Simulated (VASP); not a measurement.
# SiC (F-43m) in VASP: elastic constants with PBE

Aim: the elastic constants of SiC with PBE.

Program: VASP 6.6.1. These are calculated values, not measurements. Logs are shortened: lines on timing, memory, paths and dates and some standing lists are left out, and cuts for length are marked.

### 1 The cell of the first run

Symmetry: F-43m, No. 216, cubic system. Conventional cell: a = 4.358 Å, b = 4.358 Å, c = 4.358 Å, α = 90.00°, β = 90.00°, γ = 90.00°. Within 2.5 Å of Si (site symmetry -43m) lie 4 C at 1.89 Å. C (site symmetry -43m) has 4 Si at 1.89 Å within 2.5 Å.

### 2 Elastic constants, PBE

File INCAR:

```
PREC = Accurate
ENCUT = 600
EDIFF = 1E-8
ISMEAR = 0
SIGMA = 0.01
LREAL = False
LASPH = True
NELM = 120
ALGO = Normal
ISIF = 3
LWAVE = False
LCHARG = False
GGA = PE
IBRION = 6
NFREE = 2
POTIM = 0.015
NSW = 1
GGA_COMPAT = False
```

File KPOINTS:

```
regular mesh
0
Gamma
  9 9 9
```

File POSCAR:

```
SiC
1.0
    0.0000000000      2.1790000000      2.1790000000
    2.1790000000      0.0000000000      2.1790000000
    2.1790000000      2.1790000000      0.0000000000
Si C
1 1
Direct
    0.0000000000      0.0000000000      0.0000000000
    0.2500000000      0.2500000000      0.2500000000
```

Potentials or basis: VASP PAW PBE potentials, release 64 (Si, C).

The run is started by

```console
cat potpaw_PBE.64/Si/POTCAR potpaw_PBE.64/C/POTCAR > POTCAR
mpirun -np 1 vasp_std > vasp.out
```

OUTCAR:

```text
PREC = Accurate
   ENCUT = 600
   EDIFF = 1E-8
   ISMEAR = 0
   LREAL = False
   LASPH = True
   NELM = 120
   ISIF = 3
   GGA = PE
   IBRION = 6
   NFREE = 2
   POTIM = 0.015
   NSW = 1

 ion  position               nearest neighbor table
   1  0.000  0.000  0.000-   2 1.89   2 1.89   2 1.89   2 1.89
   2  0.250  0.250  0.250-   1 1.89   1 1.89   1 1.89   1 1.89

  LATTYP: Found a face centered cubic cell.
 ALAT       =     4.3580000000

  Lattice vectors:

 A1 = (   0.0000000000,   2.1790000000,   2.1790000000)
 A2 = (   2.1790000000,   0.0000000000,   2.1790000000)
 A3 = (   2.1790000000,   2.1790000000,   0.0000000000)

Analysis of symmetry for initial positions (statically):
=====================================================================
 Subroutine PRICEL returns:
 Original cell was already a primitive cell.

 Routine SETGRP: Setting up the symmetry group for a
 face centered cubic supercell.

 Subroutine GETGRP returns: Found 24 space group operations
 (whereof 24 operations were pure point group operations)
 out of a pool of 48 trial point group operations.

The static configuration has the point symmetry T_d .

Analysis of symmetry for dynamics (positions and initial velocities):
=====================================================================
 Subroutine PRICEL returns:
 Original cell was already a primitive cell.

 Routine SETGRP: Setting up the symmetry group for a
 face centered cubic supercell.

 Subroutine GETGRP returns: Found 24 space group operations
 (whereof 24 operations were pure point group operations)
 out of a pool of 48 trial point group operations.

The dynamic configuration has the point symmetry T_d .

 Subroutine INISYM returns: Found 24 space group operations
 (whereof 24 operations are pure point group operations),
 and found     1 'primitive' translations

----------------------------------------------------------------------------------------

                                     Primitive cell

  volume of cell :      20.6920

  direct lattice vectors                    reciprocal lattice vectors
     0.000000000  2.179000000  2.179000000    -0.229463056  0.229463056  0.229463056
     2.179000000  0.000000000  2.179000000     0.229463056 -0.229463056  0.229463056
     2.179000000  2.179000000  0.000000000     0.229463056  0.229463056 -0.229463056

  length of vectors
     3.081571352  3.081571352  3.081571352     0.397441672  0.397441672  0.397441672

  position of ions in fractional coordinates (direct lattice)
     0.000000000  0.000000000  0.000000000
     0.250000000  0.250000000  0.250000000

  ion indices of the primitive-cell ions
   primitive index   ion index
                 1           1
                 2           2

----------------------------------------------------------------------------------------

 KPOINTS: regular mesh

Automatic generation of k-mesh.
 Grid dimensions read from file:
 generate k-points for:    9    9    9

 Generating k-lattice:

  Cartesian coordinates                     Fractional coordinates (reciprocal lattice)
    -0.025495895  0.025495895  0.025495895     0.111111111  0.000000000  0.000000000
     0.025495895 -0.025495895  0.025495895     0.000000000  0.111111111  0.000000000
[... 104 lines left out ...]
  ext. energy  EPLUGINS =         0.00000000
  ---------------------------------------------------
  free energy    TOTEN  =       -15.05885993 eV

  energy without entropy =      -15.05885993  energy(sigma->0) =      -15.05885993

------------------------ aborting loop because EDIFF is reached ----------------------------------------

  FORCE on cell =-STRESS in cart. coord.  units (eV):
  Direction    XX          YY          ZZ          XY          YZ          ZX
  --------------------------------------------------------------------------------------
  -------------------------------------------------------------------------------------
  Total        0.3969083      0.3969083      0.3969083     -0.0000000      0.0000000     -0.0000000
  in kB       30.7325804     30.7325804     30.7325804     -0.0000000      0.0000000     -0.0000000
  external PRESSURE =      30.7325804 kB  Pullay stress =       0.0000000 kB
[... 89 lines left out ...]
  FREE ENERGIE OF THE ION-ELECTRON SYSTEM (eV)
  ---------------------------------------------------
  free  energy   TOTEN  =       -15.0471448981 eV

  energy  without entropy=      -15.0471448981  energy(sigma->0) =      -15.04714490

[... ionic steps 4 to 14 ...]

--------------------------------------- Ionic step       15  -------------------------------------------

 number of electron       8.0000000 magnetization

------------------------ aborting loop because EDIFF is reached ----------------------------------------
[... 67 lines left out ...]
--------------------------------------- Ionic step       17  -------------------------------------------

 number of electron       8.0000000 magnetization

 Free energy of the ion-electron system (eV)
  ---------------------------------------------------
  ext. energy  EPLUGINS =         0.00000000
  ---------------------------------------------------
  free energy    TOTEN  =       -15.05670036 eV

  energy without entropy =      -15.05670036  energy(sigma->0) =      -15.05670036

 E-fermi :   8.2852     XC(G=0): -11.3560

 val. band max:        8.1773129035   @ k =   0.0000   0.0000   0.0000
 cond. band min:       9.6085286137   @ k =   0.4444   0.4444   0.0000
 fundamental gap:      1.4312157102
 Fermi energy:         8.2852004231

 k-point     1 :       0.0000    0.0000    0.0000
  band No.  band energies     occupation
      1      -7.2968      2.00000
      2       8.0343      2.00000
      3       8.1070      2.00000
      4       8.1773      2.00000
      5      14.3390      0.00000
      6      15.3848      0.00000
      7      15.4141      0.00000
      8      15.4454      0.00000
[... 243 lines left out ...]
 k-point    24 :       0.4444    0.4444    0.0000
  band No.  band energies     occupation
      1      -2.7426      2.00000
      2       0.8341      2.00000
      3       4.9879      2.00000
      4       4.9883      2.00000
      5       9.6085      0.00000
      6      12.5251      0.00000
      7      21.8753      0.00000
      8      21.8777      0.00000

 [... further k-points ...]
[... 5 lines left out ...]
  --------------------------------------------------------------------------------------
  -------------------------------------------------------------------------------------
  Total        0.3967118      0.4020635      0.4020635      0.0000000      0.1250047      0.0000000
  in kB       30.7173658     31.1317530     31.1317530      0.0000000      9.6791060      0.0000000
  external PRESSURE =      30.9936239 kB  Pullay stress =       0.0000000 kB
[... 17 lines left out ...]
  FREE ENERGIE OF THE ION-ELECTRON SYSTEM (eV)
  ---------------------------------------------------
  free  energy   TOTEN  =       -15.0567003618 eV

  energy  without entropy=      -15.0567003618  energy(sigma->0) =      -15.05670036

 INTERNAL STRAIN TENSORS FROM STRAINED CELLS
 ============================================

 INTERNAL STRAIN TENSOR FOR ION    1 for displacements in x,y,z  (eV/Angst):
          X           Y           Z          XY          YZ          ZX
  --------------------------------------------------------------------------------
  x    -0.00000     0.00000    -0.00000    -0.00000     8.33304     0.00000
  y    -0.00000    -0.00000    -0.00000     0.00000     0.00000     8.33324
  z    -0.00000     0.00000    -0.00000     8.33315    -0.00000     0.00000

 INTERNAL STRAIN TENSORS FROM DISPLACED ATOMS
 ============================================

 INTERNAL STRAIN TENSOR FOR ION    1 for displacements in x,y,z  (eV/Angst):
          X           Y           Z          XY          YZ          ZX
  --------------------------------------------------------------------------------
  x    -0.00000    -0.00000    -0.00000     0.00000     8.32909     0.00000
  y     0.00000    -0.00000     0.00000     0.00000     0.00000     8.32909
  z    -0.00000    -0.00000    -0.00000     8.32909     0.00000     0.00000

 INTERNAL STRAIN TENSOR FOR ION    2 for displacements in x,y,z  (eV/Angst):
          X           Y           Z          XY          YZ          ZX
  --------------------------------------------------------------------------------
  x     0.00000     0.00000     0.00000     0.00000    -8.33067     0.00000
  y     0.00000     0.00000     0.00000     0.00000     0.00000    -8.33067
  z     0.00000     0.00000     0.00000    -8.33067     0.00000     0.00000

 Eigenvectors and eigenvalues of the dynamical matrix
 ----------------------------------------------------

   1 f  =   23.612879 THz   148.364096 2PiTHz  787.640869 cm-1    97.654978 meV
             X         Y         Z           dx          dy          dz
      0.000000  0.000000  0.000000     0.000000    0.547333    0.000000
      1.089500  1.089500  1.089500     0.000000   -0.836915    0.000000
[... 21 lines left out ...]
   6 f/i=    0.000444 THz     0.002787 2PiTHz    0.014798 cm-1     0.001835 meV
             X         Y         Z           dx          dy          dz
      0.000000  0.000000  0.000000     0.000000    0.000000    0.836915
      1.089500  1.089500  1.089500     0.000000    0.000000    0.547333

--------------------------------------------------------------------------------------------------------

 ELASTIC MODULI CONTR FROM IONIC RELAXATION (kBar)
 Direction    XX          YY          ZZ          XY          YZ          ZX
 --------------------------------------------------------------------------------
 XX          -0.0000     -0.0000     -0.0000      0.0000      0.0000      0.0000
 YY          -0.0000     -0.0000     -0.0000      0.0000      0.0000      0.0000
 ZZ          -0.0000     -0.0000     -0.0000      0.0000      0.0000      0.0000
 XY           0.0000      0.0000      0.0000   -279.9175      0.0000     -0.0000
 YZ           0.0000      0.0000      0.0000      0.0000   -279.9175      0.0000
 ZX           0.0000      0.0000      0.0000     -0.0000      0.0000   -279.9175
 --------------------------------------------------------------------------------

 TOTAL ELASTIC MODULI (kBar)
 Direction    XX          YY          ZZ          XY          YZ          ZX
 --------------------------------------------------------------------------------
 XX        3920.9362   1353.5944   1353.5944      0.0000     -0.0000      0.0000
 YY        1353.5944   3920.9362   1353.5944      0.0000      0.0000      0.0000
 ZZ        1353.5944   1353.5944   3920.9362      0.0000      0.0000      0.0000
 XY           0.0000      0.0000      0.0000   2465.1027      0.0000     -0.0000
 YZ          -0.0000      0.0000      0.0000      0.0000   2465.1027      0.0000
 ZX           0.0000      0.0000      0.0000     -0.0000      0.0000   2465.1027
 --------------------------------------------------------------------------------
```

Run time: 9.7 min. Hardware: 1 thread of Intel Xeon 8259CL, shared host; peak memory 0.23 GiB.

What came out:

```yaml
Elastic_constants_C11_C12_C44: 392, 135, 247 GPa
Voigt_bulk_modulus: 221 GPa
Highest_phonon_frequency_at_Γ_LO-TO_splitting_left_out: 788 cm⁻¹
```

Phonon frequencies in cm⁻¹ (negative: imaginary):
```tsv
q point	frequencies
(0.000, 0.000, 0.000)	0 0 0 788 788 788
```

Elastic tensor in Voigt notation (GPa, in the Cartesian axes of the cell as first typed):
```
392 135 135   0   0   0
135 392 135   0   0   0
135 135 392   0   0   0
  0   0   0 247   0   0
  0   0   0   0 247   0
  0   0   0   0   0 247
```

Clamped-ion elastic tensor (GPa):
```
392 135 135   0   0   0
135 392 135   0   0   0
135 135 392   0   0   0
  0   0   0 275   0   0
  0   0   0   0 275   0
  0   0   0   0   0 275
```

Caveat: the cell is under stress, which shifts elastic constants.
